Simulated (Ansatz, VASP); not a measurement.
## In2Sb2Cl in VASP and in Ansatz

INCAR

```
SYSTEM = In2Sb2Cl
  ALGO = Normal
  DIPOL = 0.5 0.5 0.342
  EDIFF = 1E-6
  ENCUT = 520
  GGA = PE
  IDIPOL = 3
  ISIF = 2
  ISMEAR = 0
  IVDW = 12
  LASPH = .TRUE.
  LCHARG = .FALSE.
  LDIPOL = .TRUE.
  LREAL = .FALSE.
  LWAVE = .FALSE.
  NBANDS = 30
  NELM = 80
  PREC = Accurate
  SIGMA = 0.1
```

File KPOINTS:

```
k-points
0
G
  6 6 1
  0 0 0
```

Contents of POSCAR:

```
In2Sb2Cl
1.0
    4.6293886023      0.0000000000      0.0000000000
   -2.3146943012      4.0091681336      0.0000000000
    0.0000000000      0.0000000000     22.0151773295
Sb In Cl
2 2 1
Direct
    0.0000000000      0.0000000000      0.1816928358
    0.3333333333      0.6666666667      0.3609342971
    0.3333333333      0.6666666667      0.2246164052
    0.6666666667      0.3333333333      0.3958713209
    0.8888888889      0.4444444444      0.5457679105
```

Input for Ansatz:

```yaml
crystal:
  lattice:
    - [4.6293886023, 0.0, 0.0]
    - [-2.3146943012, 4.0091681336, 0.0]
    - [0.0, 0.0, 22.0151773295]
  atoms:
    - { symbol: Sb, position: [0.0, 0.0, 0.1816928358] }
    - { symbol: In, position: [0.3333333333, 0.6666666667, 0.2246164052] }
    - { symbol: Sb, position: [0.3333333333, 0.6666666667, 0.3609342971] }
    - { symbol: In, position: [0.6666666667, 0.3333333333, 0.3958713209] }
    - { symbol: Cl, position: [0.8888888889, 0.4444444444, 0.5457679105] }
basis:
  ecutwfc: 420
kpoints:
  mp_grid: { grid: [6, 6, 1] }
hamiltonian:
  xc: pbe
  pseudopotentials: { kind: paw, azcp: { folder: soft_1 } }
  dispersion: d3bj
scf:
  occupations: { method: gaussian, width: 0.1 }
output:
  forces: true
  eigenvalues: true
efield:
  axis: 3
  dipole_correction: true
  ramp_width: 0.04
```

Alike in both runs: task single point; functional PBE; dispersion D3(BJ); k mesh 6 × 6 × 1; occupations gaussian, width 0.1 eV; no spin polarisation.

```csv
,VASP,Ansatz
version,VASP 6.6.1,Ansatz 0.2.0
potentials or method,"VASP PAW PBE potentials, release 64 (Sb, In_d, Cl), cutoff 520 eV","scalar-relativistic, plane waves, PAW"
valence electrons in the cell,43,63
```

Ansatz gave:

```
gap on the k mesh at the Fermi level (eV) : none
rms of the force components (eV/Å)        : 0.492
```

**Question.** Which values does VASP return?

**Answer.** gap on the k mesh at the Fermi level (eV): none; rms of the force components (eV/Å): 0.493.

A gap of «none» marks a metal or a gap that the smearing closes. VASP's potentials hold 43 valence electrons a cell and Ansatz's 63, so a difference there can come from the potentials and not from the codes.

Neither program's run includes spin-orbit coupling.
